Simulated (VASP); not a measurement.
# HfCo (Pm-3m) in VASP: single point with LDA

Aim: the single point of HfCo with LDA.

Everything below comes from runs of VASP 6.6.1. Logs are shortened: lines on timing, memory, paths and dates and some standing lists are left out, and cuts for length are marked.

## (1) The cell of the first run

It takes space group Pm-3m (No. 221, cubic). Conventional cell: a = 3.164 Å, b = 3.164 Å, c = 3.164 Å, α = 90.00°, β = 90.00°, γ = 90.00°. Hf (site symmetry m-3m) has 8 Co at 2.74 Å and 6 Hf at 3.16 Å within 3.6 Å. Co (site symmetry m-3m) has 8 Hf at 2.74 Å and 6 Co at 3.16 Å within 3.6 Å.

## (2) Single point, LDA, collinear spin, ferromagnetic start

File INCAR:

```
  PREC = Accurate
  ENCUT = 600
  EDIFF = 1E-6
  ISMEAR = -1
  SIGMA = 0.05
  LREAL = False
  LASPH = True
  NELM = 200
  ALGO = Normal
  ISIF = 2
  LWAVE = False
  LCHARG = True
  ISPIN = 2
  MAGMOM = 0 2
  LORBIT = 11
  LMAXMIX = 4
  LELF = True
  LVHAR = True
  NBANDS = 20
  GGA_COMPAT = False
```

File KPOINTS:

```
Automatic mesh
0
Gamma
  10 10 10
```

File POSCAR:

```
HfCo
1.0
    3.1640000000      0.0000000000      0.0000000000
    0.0000000000      3.1640000000      0.0000000000
    0.0000000000      0.0000000000      3.1640000000
Hf Co
1 1
Direct
    0.5000000000      0.5000000000      0.5000000000
    0.0000000000      0.0000000000      0.0000000000
```

Potentials or basis: VASP PAW LDA potentials, release 64 (Hf_pv, Co).

Run with:

```
cat potpaw_LDA.64/Hf_pv/POTCAR potpaw_LDA.64/Co/POTCAR > POTCAR
mpirun -np 1 vasp_std > vasp.out
```

OUTCAR:

```text
PREC = Accurate
   ENCUT = 600
   EDIFF = 1E-6
   ISMEAR = -1
   LREAL = False
   LASPH = True
   NELM = 200
   ISIF = 2
   ISPIN = 2
   LORBIT = 11

 ion  position               nearest neighbor table
   1  0.500  0.500  0.500-   2 2.74   2 2.74   2 2.74   2 2.74   2 2.74   2 2.74   2 2.74   2 2.74

   2  0.000  0.000  0.000-   1 2.74   1 2.74   1 2.74   1 2.74   1 2.74   1 2.74   1 2.74   1 2.74

  LATTYP: Found a simple cubic cell.
 ALAT       =     3.1640000000

  Lattice vectors:

 A1 = (   3.1640000000,   0.0000000000,   0.0000000000)
 A2 = (   0.0000000000,   3.1640000000,   0.0000000000)
 A3 = (   0.0000000000,   0.0000000000,   3.1640000000)

Analysis of symmetry for initial positions (statically):
=====================================================================
 Subroutine PRICEL returns:
 Original cell was already a primitive cell.

 Routine SETGRP: Setting up the symmetry group for a
 simple cubic supercell.

 Subroutine GETGRP returns: Found 48 space group operations
 (whereof 48 operations were pure point group operations)
 out of a pool of 48 trial point group operations.

The static configuration has the point symmetry O_h .

Analysis of symmetry for dynamics (positions and initial velocities):
=====================================================================
 Subroutine PRICEL returns:
 Original cell was already a primitive cell.

 Routine SETGRP: Setting up the symmetry group for a
 simple cubic supercell.

 Subroutine GETGRP returns: Found 48 space group operations
 (whereof 48 operations were pure point group operations)
 out of a pool of 48 trial point group operations.

The dynamic configuration has the point symmetry O_h .

Analysis of structural, dynamic, and magnetic symmetry:
=====================================================================
 Subroutine PRICEL returns:
 Original cell was already a primitive cell.

 Routine SETGRP: Setting up the symmetry group for a
 simple cubic supercell.

 Subroutine GETGRP returns: Found 48 space group operations
 (whereof 48 operations were pure point group operations)
 out of a pool of 48 trial point group operations.

The overall configuration has the point symmetry O_h .

 Subroutine INISYM returns: Found 48 space group operations
 (whereof 48 operations are pure point group operations),
 and found     1 'primitive' translations

----------------------------------------------------------------------------------------

                                     Primitive cell

  volume of cell :      31.6745

  direct lattice vectors                    reciprocal lattice vectors
     3.164000000  0.000000000  0.000000000     0.316055626  0.000000000  0.000000000
     0.000000000  3.164000000  0.000000000     0.000000000  0.316055626  0.000000000
     0.000000000  0.000000000  3.164000000     0.000000000  0.000000000  0.316055626

  length of vectors
     3.164000000  3.164000000  3.164000000     0.316055626  0.316055626  0.316055626

  position of ions in fractional coordinates (direct lattice)
     0.500000000  0.500000000  0.500000000
     0.000000000  0.000000000  0.000000000

  ion indices of the primitive-cell ions
   primitive index   ion index
                 1           1
                 2           2

----------------------------------------------------------------------------------------

 KPOINTS: Automatic mesh

Automatic generation of k-mesh.
 Grid dimensions read from file:
 generate k-points for:   10   10   10

 Generating k-lattice:

  Cartesian coordinates                     Fractional coordinates (reciprocal lattice)
     0.031605563  0.000000000  0.000000000     0.100000000  0.000000000  0.000000000
     0.000000000  0.031605563  0.000000000     0.000000000  0.100000000  0.000000000
     0.000000000  0.000000000  0.031605563     0.000000000  0.000000000  0.100000000

  Length of vectors
     0.031605563  0.031605563  0.031605563

  Shift w.r.t. Gamma in fractional coordinates (k-lattice)
     0.000000000  0.000000000  0.000000000

 Subroutine IBZKPT returns following result:
 ===========================================

 Found     56 irreducible k-points:

 Following reciprocal coordinates:
            Coordinates               Weight
  0.000000  0.000000  0.000000      1.000000
  0.100000  0.000000  0.000000      6.000000
  0.200000  0.000000  0.000000      6.000000
  0.300000  0.000000  0.000000      6.000000
  0.400000  0.000000  0.000000      6.000000
  0.500000  0.000000  0.000000      3.000000
[... 16 lines left out ...]
  0.200000  0.100000  0.100000     24.000000
  0.300000  0.100000  0.100000     24.000000
 [... further k-points ...]
   k-points           NKPTS =     56   k-points in BZ     NKDIM =     56   number of bands    NBANDS=     20
   number of dos      NEDOS =    301   number of ions     NIONS =      2
   total plane-waves  NPLWV =  21952
   dimension x,y,z NGX =    28 NGY =   28 NGZ =   28
   dimension x,y,z NGXF=    56 NGYF=   56 NGZF=   56
   ions per type =               1   1
   NGX,Y,Z   is equivalent  to a cutoff of  14.71, 14.71, 14.71 a.u.
   NGXF,Y,Z  is equivalent  to a cutoff of  29.42, 29.42, 29.42 a.u.
 SYSTEM =  unknown system
   PREC   = accura    normal or accurate (medium, high low for compatibility)
   ISTART =      0    job   : 0-new  1-cont  2-samecut
   ICHARG =      2    charge: 1-file 2-atom 10-const
   ISPIN  =      2    spin polarized calculation?
   LNONCOLLINEAR =      F non collinear calculations
   LSORBIT =      F    spin-orbit coupling
   LASPH  =      T    aspherical Exc in radial PAW
   ENCUT  =  600.0 eV  44.10 Ry    6.64 a.u.   6.32  6.32  6.32*2*pi/ulx,y,z
   NELM   =    200;   NELMIN=  2; NELMDL= -5     # of ELM steps
   EDIFF  = 0.1E-05   stopping-criterion for ELM
   LREAL  =      F    real-space projection
   EDIFFG = 0.1E-04   stopping-criterion for IOM
   NSW    =      0    number of steps for IOM
   IBRION =     -1    ionic relax: 0-MD 1-quasi-New 2-CG
   NFREE  =      0    steps in history (QN), initial steepest desc. (CG)
   ISIF   =      2    stress and relaxation
   ISYM   =      2    0-nonsym 1-usesym 2-fastsym
   POTIM  = 0.5000    time-step for ionic-motion
   TEBEG  =    0.0;   TEEND  =   0.0 temperature during run
   PSTRESS=    0.0 pullay stress
   NELECT =      19.0000    total number of electrons
   NUPDOWN=      -1.0000    fix difference up-down
   EMIN   =  10.00;   EMAX   =-10.00  energy-range for DOS
   EFERMI =   0.00;   METHOD = LEGACY
   ISMEAR =    -1;   SIGMA  =   0.05  broadening in eV -4-tet -1-fermi 0-gaus
   EFERMI_NEDOS =   21; number of points for ismear=-14 and -15
   IALGO  =     38    algorithm
   IMIX   =      4    mixing-type and parameters
     AMIX     =   0.40;   BMIX     =  1.00
     AMIX_MAG =   1.60;   BMIX_MAG =  1.00
  volume/ion in A,a.u.               =      15.84       106.87
  Fermi-wavevector in a.u.,A,eV,Ry     =   1.380669  2.609086 25.936061  1.906247
  Thomas-Fermi vector in A             =   2.505525
   LORBIT       =     11    0 simple, 1 ext, 2 COOP (PROOUT), +10 PAW based schemes
   GGA     = CA    functional components
   LHFCALC =     F    Hartree Fock is set to
   AEXX    =    0.0000 exact exchange contribution
   IVDW    =     0    specifies the selected vdW correction
   LEPSILON=     F    determine dielectric tensor
   LRPA    =     F    only Hartree local field effects (RPA)
 spin polarized calculation
  energy-cutoff  :      600.00
  volume of cell :       31.67
 maximum number of plane-waves:      1082
 NGX is ok and might be reduce to    28
   NGX = 13   NGY = 13   NGZ = 13

 number of electron      19.0000003 magnetization       0.2336323

 number of electron      19.0000002 magnetization      -0.2119358

 Free energy of the ion-electron system (eV)
  ---------------------------------------------------
  ext. energy  EPLUGINS =         0.00000000
  ---------------------------------------------------
  free energy    TOTEN  =       -19.59951237 eV

  energy without entropy =      -19.57760798  energy(sigma->0) =      -19.58856018

 E-fermi :   6.9075     XC(G=0): -12.4834

 val. band max:        6.9022977209   @ k =   0.5000   0.1000   0.1000
 cond. band min:       6.9087191084   @ k =   0.4000   0.3000   0.1000
 fundamental gap:      0.0064213875
 Fermi energy:         6.9074599938

 spin component 1

 k-point     1 :       0.0000    0.0000    0.0000
  band No.  band energies     occupation
      1     -23.3892      1.00000
      2     -23.3892      1.00000
      3     -23.3892      1.00000
      4      -1.1296      1.00000
      5       3.2966      1.00000
      6       3.2966      1.00000
[... 12 lines left out ...]
     19      22.4426      0.00000
     20      24.0760      0.00000
[... 507 lines left out ...]
 k-point    24 :       0.3000    0.1000    0.1000
  band No.  band energies     occupation
      1     -23.6907      1.00000
      2     -23.4070      1.00000
      3     -23.4039      1.00000
      4       0.9378      1.00000
      5       4.0843      1.00000
      6       4.2028      1.00000
[... 12 lines left out ...]
     19      20.6298      0.00000
     20      23.4916      0.00000

 [... further k-points ...]

 spin component 2

 k-point     1 :       0.0000    0.0000    0.0000
  band No.  band energies     occupation
      1     -23.3873      1.00000
      2     -23.3873      1.00000
      3     -23.3873      1.00000
      4      -1.1456      1.00000
      5       3.1914      1.00000
      6       3.1914      1.00000
[... 12 lines left out ...]
     19      22.4037      0.00000
     20      24.0231      0.00000
[... 507 lines left out ...]
 k-point    24 :       0.3000    0.1000    0.1000
  band No.  band energies     occupation
      1     -23.6887      1.00000
      2     -23.4051      1.00000
      3     -23.4019      1.00000
      4       0.9210      1.00000
      5       3.9761      1.00000
      6       4.0651      1.00000
[... 12 lines left out ...]
     19      20.5814      0.00000
     20      23.4593      0.00000

 [... further k-points ...]

------------------------ aborting loop because EDIFF is reached ----------------------------------------

  FORCE on cell =-STRESS in cart. coord.  units (eV):
  Direction    XX          YY          ZZ          XY          YZ          ZX
  --------------------------------------------------------------------------------------
  -------------------------------------------------------------------------------------
  Total       -2.7974885     -2.7974885     -2.7974885     -0.0000000     -0.0000000     -0.0000000
  in kB     -141.5042448   -141.5042448   -141.5042448     -0.0000000     -0.0000000     -0.0000000
  external PRESSURE =    -141.5042448 kB  Pullay stress =       0.0000000 kB

 VOLUME and BASIS-vectors are now :
 -----------------------------------------------------------------------------
  energy-cutoff  :      600.00
  volume of cell :       31.67
      direct lattice vectors                 reciprocal lattice vectors
     3.164000000  0.000000000  0.000000000     0.316055626  0.000000000  0.000000000
     0.000000000  3.164000000  0.000000000     0.000000000  0.316055626  0.000000000
     0.000000000  0.000000000  3.164000000     0.000000000  0.000000000  0.316055626

 POSITION                                       TOTAL-FORCE (eV/Angst)
 -----------------------------------------------------------------------------------
      1.58200      1.58200      1.58200         0.000000      0.000000      0.000000
      0.00000      0.00000      0.00000         0.000000      0.000000      0.000000
 -----------------------------------------------------------------------------------
    total drift:                               -0.000000      0.000000      0.000000

  FREE ENERGIE OF THE ION-ELECTRON SYSTEM (eV)
  ---------------------------------------------------
  free  energy   TOTEN  =       -19.5995123719 eV

  energy  without entropy=      -19.5776079838  energy(sigma->0) =      -19.58856018

 total charge

# of ion       s       p       d       tot
------------------------------------------
    1        0.396   6.487   1.565   8.448
    2        0.511   0.393   7.392   8.296
--------------------------------------------------
tot          0.907   6.880   8.956  16.744

 magnetization (x)

# of ion       s       p       d       tot
------------------------------------------
    1       -0.001   0.003   0.004   0.006
    2       -0.009  -0.003  -0.204  -0.217
--------------------------------------------------
tot         -0.010  -0.000  -0.200  -0.211
```

Run time: 4 min. Hardware: 1 thread of Intel Xeon 8259CL, shared host; peak memory 0.21 GiB.

Results:

* Free energy: -19.5995 eV
* Pressure: -14.2 GPa
* Net moment: -0.21 μB per cell
* Site moments: Hf +0.01; Co -0.22 μB
* Valence electrons inside the program's atomic spheres: Hf 8.45; Co 8.30

Caveat: spin-orbit coupling is left out, which moves the levels of the heavy elements.
